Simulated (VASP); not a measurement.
# TiB4 (P4/mmm) in VASP: relaxation of cell and atoms with PBE

Aim: the relaxation of cell and atoms of TiB4 with PBE.

Program: VASP 6.6.1. These are calculated values, not measurements. Logs are shortened: lines on timing, memory, paths and dates and some standing lists are left out, and cuts for length are marked.

## (1) The cell of the first run

It takes space group P4/mmm (No. 123, tetragonal). The conventional cell has a = 4.018 Å, b = 4.018 Å, c = 2.641 Å, α = 90.00°, β = 90.00°, γ = 90.00°. Ti (site symmetry 4/mmm) has 16 B at 2.54 Å and 2 Ti at 2.64 Å within 3.3 Å. B (site symmetry m2m) has 3 B at 1.62 to 1.70 Å within 2.2 Å.

The cell was generated, and may not be a known phase.

## (2) Relaxation of cell and atoms, PBE

The input, INCAR:

```
SYSTEM = TiB4
  PREC = Accurate
  ENCUT = 600
  EDIFF = 1E-6
  ISMEAR = 0
  SIGMA = 0.1
  LREAL = .FALSE.
  LASPH = .TRUE.
  NELM = 100
  ALGO = Normal
  ISIF = 3
  LWAVE = .FALSE.
  LCHARG = .FALSE.
  GGA = PE
  IBRION = 2
  NSW = 100
  EDIFFG = -0.01
```

The input, KPOINTS:

```
regular mesh
0
G
  10 10 14
  0 0 0
```

The input, POSCAR:

```
TiB4
1.0
    4.0180316344      0.0000000000      0.0000000000
    0.0000000000      4.0180316344      0.0000000000
    0.0000000000      0.0000000000      2.6409555985
Ti B
1 4
Direct
    0.0000000000      0.0000000000      0.5000000000
    0.2011968889      0.5000000000      0.0000000000
    0.7988031111      0.5000000000      0.0000000000
    0.5000000000      0.2011968889      0.0000000000
    0.5000000000      0.7988031111      0.0000000000
```

Potentials or basis: VASP PAW PBE potentials, release 64 (Ti_sv, B).

The run is started by

```
$ cat potpaw_PBE.64/Ti_sv/POTCAR potpaw_PBE.64/B/POTCAR > POTCAR
$ mpirun -np 1 vasp_std > vasp.out
```

OUTCAR:

```text
SYSTEM = TiB4
   PREC = Accurate
   ENCUT = 600
   EDIFF = 1E-6
   ISMEAR = 0
   LREAL = .FALSE.
   LASPH = .TRUE.
   NELM = 100
   ISIF = 3
   GGA = PE
   IBRION = 2
   NSW = 100
   EDIFFG = -0.01

 ion  position               nearest neighbor table
   1  0.000  0.000  0.500-   2 2.54   3 2.54   4 2.54   5 2.54   2 2.54   3 2.54   4 2.54   5 2.54
                             2 2.54   3 2.54   2 2.54   3 2.54   4 2.54   5 2.54   4 2.54   5 2.54
   2  0.201  0.500  0.000-   3 1.62   4 1.70   5 1.70   1 2.54   1 2.54   1 2.54   1 2.54
   3  0.799  0.500  0.000-   2 1.62   4 1.70   5 1.70   1 2.54   1 2.54   1 2.54   1 2.54
   4  0.500  0.201  0.000-   5 1.62   3 1.70   2 1.70   1 2.54   1 2.54   1 2.54   1 2.54
   5  0.500  0.799  0.000-   4 1.62   3 1.70   2 1.70   1 2.54   1 2.54   1 2.54   1 2.54

  LATTYP: Found a simple tetragonal cell.
 ALAT       =     4.0180316344
 C/A-ratio  =     0.6572759597

  Lattice vectors:

 A1 = (   4.0180316344,   0.0000000000,   0.0000000000)
 A2 = (   0.0000000000,   4.0180316344,   0.0000000000)
 A3 = (   0.0000000000,   0.0000000000,   2.6409555985)

Analysis of symmetry for initial positions (statically):
=====================================================================
 Subroutine PRICEL returns:
 Original cell was already a primitive cell.

 Routine SETGRP: Setting up the symmetry group for a
 simple tetragonal supercell.

 Subroutine GETGRP returns: Found 16 space group operations
 (whereof 16 operations were pure point group operations)
 out of a pool of 16 trial point group operations.

The static configuration has the point symmetry D_4h.

Analysis of symmetry for dynamics (positions and initial velocities):
=====================================================================
 Subroutine PRICEL returns:
 Original cell was already a primitive cell.

 Routine SETGRP: Setting up the symmetry group for a
 simple tetragonal supercell.

 Subroutine GETGRP returns: Found 16 space group operations
 (whereof 16 operations were pure point group operations)
 out of a pool of 16 trial point group operations.

The dynamic configuration has the point symmetry D_4h.

 Subroutine INISYM returns: Found 16 space group operations
 (whereof 16 operations are pure point group operations),
 and found     1 'primitive' translations

----------------------------------------------------------------------------------------

                                     Primitive cell

  volume of cell :      42.6371

  direct lattice vectors                    reciprocal lattice vectors
     4.018031634  0.000000000  0.000000000     0.248878080  0.000000000  0.000000000
     0.000000000  4.018031634  0.000000000     0.000000000  0.248878080  0.000000000
     0.000000000  0.000000000  2.640955599     0.000000000  0.000000000  0.378650819

  length of vectors
     4.018031634  4.018031634  2.640955599     0.248878080  0.248878080  0.378650819

  position of ions in fractional coordinates (direct lattice)
     0.000000000  0.000000000  0.500000000
     0.201196889  0.500000000  0.000000000
     0.798803111  0.500000000  0.000000000
     0.500000000  0.201196889  0.000000000
     0.500000000  0.798803111  0.000000000

  ion indices of the primitive-cell ions
   primitive index   ion index
                 1           1
                 2           2
                 3           3
                 4           4
                 5           5

----------------------------------------------------------------------------------------

 KPOINTS: regular mesh

Automatic generation of k-mesh.
 Grid dimensions read from file:
 generate k-points for:   10   10   14

 Generating k-lattice:

  Cartesian coordinates                     Fractional coordinates (reciprocal lattice)
     0.024887808  0.000000000  0.000000000     0.100000000  0.000000000  0.000000000
     0.000000000  0.024887808  0.000000000     0.000000000  0.100000000  0.000000000
     0.000000000  0.000000000  0.027046487     0.000000000  0.000000000  0.071428571

  Length of vectors
     0.024887808  0.024887808  0.027046487

  Shift w.r.t. Gamma in fractional coordinates (k-lattice)
     0.000000000  0.000000000  0.000000000

 Subroutine IBZKPT returns following result:
 ===========================================

 Found    168 irreducible k-points:

 Following reciprocal coordinates:
            Coordinates               Weight
  0.000000  0.000000  0.000000      1.000000
  0.100000  0.000000  0.000000      4.000000
  0.200000  0.000000  0.000000      4.000000
  0.300000  0.000000  0.000000      4.000000
  0.400000  0.000000  0.000000      4.000000
  0.500000  0.000000  0.000000      2.000000
[... 16 lines left out ...]
  0.100000  0.000000  0.071429      8.000000
  0.200000  0.000000  0.071429      8.000000
 [... further k-points ...]
   k-points           NKPTS =    168   k-points in BZ     NKDIM =    168   number of bands    NBANDS=     16
   number of dos      NEDOS =    301   number of ions     NIONS =      5
   total plane-waves  NPLWV =  24576
   dimension x,y,z NGX =    32 NGY =   32 NGZ =   24
   dimension x,y,z NGXF=    64 NGYF=   64 NGZF=   48
   ions per type =               1   4
   NGX,Y,Z   is equivalent  to a cutoff of  13.24, 13.24, 15.11 a.u.
   NGXF,Y,Z  is equivalent  to a cutoff of  26.48, 26.48, 30.22 a.u.
 SYSTEM =  TiB4
   PREC   = accura    normal or accurate (medium, high low for compatibility)
   ISTART =      0    job   : 0-new  1-cont  2-samecut
   ICHARG =      2    charge: 1-file 2-atom 10-const
   ISPIN  =      1    spin polarized calculation?
   LNONCOLLINEAR =      F non collinear calculations
   LSORBIT =      F    spin-orbit coupling
   LASPH  =      T    aspherical Exc in radial PAW
   ENCUT  =  600.0 eV  44.10 Ry    6.64 a.u.   8.03  8.03  5.27*2*pi/ulx,y,z
   NELM   =    100;   NELMIN=  2; NELMDL= -5     # of ELM steps
   EDIFF  = 0.1E-05   stopping-criterion for ELM
   LREAL  =      F    real-space projection
   EDIFFG = -.1E-01   stopping-criterion for IOM
   NSW    =    100    number of steps for IOM
   IBRION =      2    ionic relax: 0-MD 1-quasi-New 2-CG
   NFREE  =      1    steps in history (QN), initial steepest desc. (CG)
   ISIF   =      3    stress and relaxation
   ISYM   =      2    0-nonsym 1-usesym 2-fastsym
   POTIM  = 0.5000    time-step for ionic-motion
   TEBEG  =    0.0;   TEEND  =   0.0 temperature during run
   PSTRESS=    0.0 pullay stress
   NELECT =      24.0000    total number of electrons
   NUPDOWN=      -1.0000    fix difference up-down
   EMIN   =  10.00;   EMAX   =-10.00  energy-range for DOS
   EFERMI =   0.00;   METHOD = LEGACY
   ISMEAR =     0;   SIGMA  =   0.10  broadening in eV -4-tet -1-fermi 0-gaus
   EFERMI_NEDOS =   21; number of points for ismear=-14 and -15
   IALGO  =     38    algorithm
   IMIX   =      4    mixing-type and parameters
     AMIX     =   0.40;   BMIX     =  1.00
     AMIX_MAG =   1.60;   BMIX_MAG =  1.00
  volume/ion in A,a.u.               =       8.53        57.55
  Fermi-wavevector in a.u.,A,eV,Ry     =   1.351707  2.554356 24.859375  1.827112
  Thomas-Fermi vector in A             =   2.479107
   LORBIT       =      0    0 simple, 1 ext, 2 COOP (PROOUT), +10 PAW based schemes
   GGA     = PE    functional components
   LHFCALC =     F    Hartree Fock is set to
   AEXX    =    0.0000 exact exchange contribution
   IVDW    =     0    specifies the selected vdW correction
   LEPSILON=     F    determine dielectric tensor
   LRPA    =     F    only Hartree local field effects (RPA)
 conjugate gradient relaxation of ions
 non-spin polarized calculation
 Gauss-broadening in eV      SIGMA  =   0.10
  energy-cutoff  :      600.00
  volume of cell :       42.64
 maximum number of plane-waves:      1456
   NGX = 17   NGY = 17   NGZ = 11

--------------------------------------- Ionic step        1  -------------------------------------------

 number of electron      23.9999999 magnetization

 Free energy of the ion-electron system (eV)
  ---------------------------------------------------
  ext. energy  EPLUGINS =         0.00000000
  ---------------------------------------------------
  free energy    TOTEN  =       -34.83772483 eV

  energy without entropy =      -34.83184175  energy(sigma->0) =      -34.83478329

------------------------ aborting loop because EDIFF is reached ----------------------------------------

  FORCE on cell =-STRESS in cart. coord.  units (eV):
  Direction    XX          YY          ZZ          XY          YZ          ZX
  --------------------------------------------------------------------------------------
  -------------------------------------------------------------------------------------
  Total        0.3676490      0.3676490     -0.5618222      0.0000000      0.0000000      0.0000000
  in kB       13.8151696     13.8151696    -21.1116272      0.0000000      0.0000000      0.0000000
  external PRESSURE =       2.1729040 kB  Pullay stress =       0.0000000 kB

 VOLUME and BASIS-vectors are now :
 -----------------------------------------------------------------------------
  energy-cutoff  :      600.00
  volume of cell :       42.64
      direct lattice vectors                 reciprocal lattice vectors
     4.018031634  0.000000000  0.000000000     0.248878080  0.000000000  0.000000000
     0.000000000  4.018031634  0.000000000     0.000000000  0.248878080  0.000000000
     0.000000000  0.000000000  2.640955599     0.000000000  0.000000000  0.378650819
[... 196 lines left out ...]
 POSITION                                       TOTAL-FORCE (eV/Angst)
 -----------------------------------------------------------------------------------
     -0.00000      4.02712      1.30736         0.000000      0.000000      0.000000
      0.81177      2.01356      2.61472        -0.051440     -0.000000     -0.000000
      3.21535      2.01356      0.00000         0.051440     -0.000000      0.000000
      2.01356      0.81177      2.61472         0.000000     -0.051440     -0.000000
      2.01356      3.21535      0.00000         0.000000      0.051440      0.000000
 -----------------------------------------------------------------------------------
    total drift:                               -0.000000      0.000000     -0.000000

  FREE ENERGIE OF THE ION-ELECTRON SYSTEM (eV)
  ---------------------------------------------------
  free  energy   TOTEN  =       -34.8414895007 eV

  energy  without entropy=      -34.8366113674  energy(sigma->0) =      -34.83905043

--------------------------------------- Ionic step        7  -------------------------------------------

 number of electron      24.0000003 magnetization

 Free energy of the ion-electron system (eV)
  ---------------------------------------------------
  ext. energy  EPLUGINS =         0.00000000
  ---------------------------------------------------
  free energy    TOTEN  =       -34.84160106 eV

  energy without entropy =      -34.83669409  energy(sigma->0) =      -34.83914758

 E-fermi :   8.1805     XC(G=0): -12.1367

 val. band max:        8.1566479254   @ k =   0.5000   0.4000   0.2143
 cond. band min:       8.1962818904   @ k =   0.4000   0.4000   0.4286
 fundamental gap:      0.0396339650
 Fermi energy:         8.1804698382

 k-point     1 :       0.0000    0.0000    0.0000
  band No.  band energies     occupation
      1     -49.3213      2.00000
      2     -25.6089      2.00000
      3     -25.6089      2.00000
      4     -25.0688      2.00000
      5      -5.7739      2.00000
      6      -0.1661      2.00000
[... 8 lines left out ...]
     15      10.9793      0.00000
     16      12.2149      0.00000
[... 419 lines left out ...]
 k-point    24 :       0.2000    0.0000    0.0714
  band No.  band energies     occupation
      1     -49.3146      2.00000
      2     -25.6101      2.00000
      3     -25.6025      2.00000
      4     -25.1151      2.00000
      5      -5.3954      2.00000
      6      -1.1070      2.00000
[... 8 lines left out ...]
     15      10.6416      0.00000
     16      11.3380      0.00000

 [... further k-points ...]
[... 5 lines left out ...]
  --------------------------------------------------------------------------------------
  -------------------------------------------------------------------------------------
  Total       -0.0072878     -0.0072878      0.0153215      0.0000000     -0.0000000      0.0000000
  in kB       -0.2750694     -0.2750694      0.5782938      0.0000000     -0.0000000      0.0000000
  external PRESSURE =       0.0093850 kB  Pullay stress =       0.0000000 kB

 VOLUME and BASIS-vectors are now :
 -----------------------------------------------------------------------------
  energy-cutoff  :      600.00
  volume of cell :       42.45
      direct lattice vectors                 reciprocal lattice vectors
     4.028617172  0.000000000  0.000000000     0.248224132 -0.000000000  0.000000000
    -0.000000000  4.028617172  0.000000000    -0.000000000  0.248224132 -0.000000000
    -0.000000000  0.000000000  2.615471544    -0.000000000 -0.000000000  0.382340233

 POSITION                                       TOTAL-FORCE (eV/Angst)
 -----------------------------------------------------------------------------------
     -0.00000      0.00000      1.30774        -0.000000      0.000000      0.000000
      0.81125      2.01431      0.00000        -0.001465      0.000000     -0.000000
      3.21737      2.01431      2.61547         0.001465     -0.000000      0.000000
      2.01431      0.81125      0.00000         0.000000     -0.001465     -0.000000
      2.01431      3.21737      2.61547        -0.000000      0.001465      0.000000
 -----------------------------------------------------------------------------------
    total drift:                               -0.000000     -0.000000      0.000000

  FREE ENERGIE OF THE ION-ELECTRON SYSTEM (eV)
  ---------------------------------------------------
  free  energy   TOTEN  =       -34.8416010645 eV

  energy  without entropy=      -34.8366940939  energy(sigma->0) =      -34.83914758

 reached required accuracy - stopping structural energy minimisation
```

Wall time 3.2 min (1 thread of Intel Xeon 6975P-C (Granite Rapids), shared host); peak memory 0.27 GiB.

Results:

| Quantity | Value |
| --- | --- |
| Free energy | -34.8416 eV |
| Relaxed volume | 8.49 Å³/atom |
| Relaxed cell | a = 4.029 Å, b = 4.029 Å, c = 2.615 Å, α = 90.00°, β = 90.00°, γ = 90.00° |
| Space group after relaxing (to 0.1 Å) | P4/mmm (No. 123) |
| Energy gained by relaxing | 0.8 meV/atom |
| Ionic steps | 7 |
| Pressure after relaxing | 0.0 GPa |
| Band gap on the k mesh | zero (bands 12 and 13 overlap by 2.65 eV) |

The path:
```csv
step,energy change (eV),largest force (eV/Å),pressure (GPa),volume (Å³)
1,0.0000,0.0222,0.22,42.64
2,-0.0029,0.0323,-0.98,42.71
3,-0.0029,0.0324,-0.96,42.71
4,-0.0038,0.0490,0.06,42.42
5,-0.0038,0.0318,-0.16,42.48
6,-0.0038,0.0514,0.20,42.40
7,-0.0039,0.0015,0.00,42.45
```

Final structure:
```
CELL_PARAMETERS angstrom
4.02862 0.00000 0.00000
0.00000 4.02862 0.00000
0.00000 0.00000 2.61547
ATOMIC_POSITIONS crystal
Ti 0.00000 0.00000 0.50000
B 0.20137 0.50000 0.00000
B 0.79863 0.50000 0.00000
B 0.50000 0.20137 0.00000
B 0.50000 0.79863 0.00000
```

Levels at points of the mesh, in eV from the Fermi level:
| k point | band 8 | band 9 | band 10 | band 11 | band 12 | band 13 | band 14 | band 15 | band 16 |
| --- | --- | --- | --- | --- | --- | --- | --- | --- | --- |
| (0.00, 0.00, 0.00) | -6.35 | -6.35 | -3.29 | -1.81 | 1.30 | 1.90 | 1.90 | 2.80 | 4.03 |
| (0.50, 0.00, 0.00) | -5.90 | -4.24 | -3.89 | -1.59 | 0.44 | 2.00 | 2.23 | 2.52 | 4.19 |
| (0.50, 0.50, 0.00) | -7.46 | -1.08 | -0.75 | -0.75 | -0.43 | 0.28 | 1.03 | 1.03 | 4.23 |
| (0.00, 0.00, 0.50) | -5.71 | -5.19 | -5.14 | -2.87 | -0.12 | 0.67 | 1.07 | 1.07 | 1.72 |
| (0.50, 0.00, 0.50) | -5.68 | -5.05 | -4.98 | -2.64 | -1.21 | -1.12 | 1.07 | 1.73 | 2.84 |
| (0.50, 0.50, 0.50) | -4.86 | -4.84 | -3.85 | -3.85 | 0.37 | 0.37 | 1.06 | 1.43 | 2.03 |

The gap in the log of VASP goes by the Fermi energy; the results here count the filled bands.